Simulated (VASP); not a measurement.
Write the native input for VASP 6.6.1 that does the following.

- Task: relaxation of cell and atoms
- Functional: PBEsol
- Potentials or basis: VASP PAW PBE potentials, release 64 (Zr_sv)
- Cutoff: 600 eV
- k mesh: 16 × 16 × 16
- Occupations: gaussian, width 0.1 eV
- Spin: no spin polarisation
- Dipole correction: no
- Further INCAR settings: ALGO = Normal; EDIFF = 1e-06; IBRION = 2; EDIFFG = -0.005; NSW = 100; ISIF = 3

The structure of Zr lies in POSCAR:

```
Zr
1.0
   -1.8100000000      1.8100000000      1.8100000000
    1.8100000000     -1.8100000000      1.8100000000
    1.8100000000      1.8100000000     -1.8100000000
Zr
1
Direct
    0.0000000000      0.0000000000      0.0000000000
```

This isn't the form of Zr at room conditions, which is hcp.

The input as run:

INCAR

```
PREC     = Accurate       # precision mode
ENCUT    = 600            # plane-wave cutoff, eV
EDIFF    = 1E-6           # SCF threshold, eV
ISMEAR   = 0              # smearing method
SIGMA    = 0.1            # smearing width, eV
LREAL    = False          # projectors in reciprocal space
LASPH    = True           # aspherical terms in the spheres
NELM     = 80             # most SCF steps
ALGO     = Normal         # electronic algorithm
ISIF     = 3              # what is computed and relaxed
LWAVE    = False          # write WAVECAR
LCHARG   = False          # write CHGCAR
GGA      = PS             # functional
IBRION   = 2              # ionic algorithm
NSW      = 100            # ionic steps
EDIFFG   = -0.005         # ionic threshold
```

KPOINTS

```
Automatic mesh
0
Gamma
  16 16 16
```

Potentials or basis: VASP PAW PBE potentials, release 64 (Zr_sv).

The run is started by

```console
$ cat potpaw_PBE.64/Zr_sv/POTCAR > POTCAR
$ mpirun -np 1 vasp_std > vasp.out
```

Results of the run:

* Relaxed volume: 21.85 Å³/atom
* Relaxed cell: a = 3.051 Å, b = 3.051 Å, c = 3.051 Å, α = 109.47°, β = 109.47°, γ = 109.47°
* Space group after relaxing (to 0.1 Å): Im-3m (No. 229)
* Energy gained by relaxing: 41.4 meV/atom
* Ionic steps: 6
* Pressure after relaxing: 0.0 GPa
* Band gap on the k mesh: zero (bands 6 and 7 overlap by 1.94 eV)

Caveat: the PAW data sets were made with another functional, which shifts forces and pressure a little.

It took 4.1 min on 1 thread of AMD EPYC 7R13, on a shared host, peak memory 0.17 GiB.
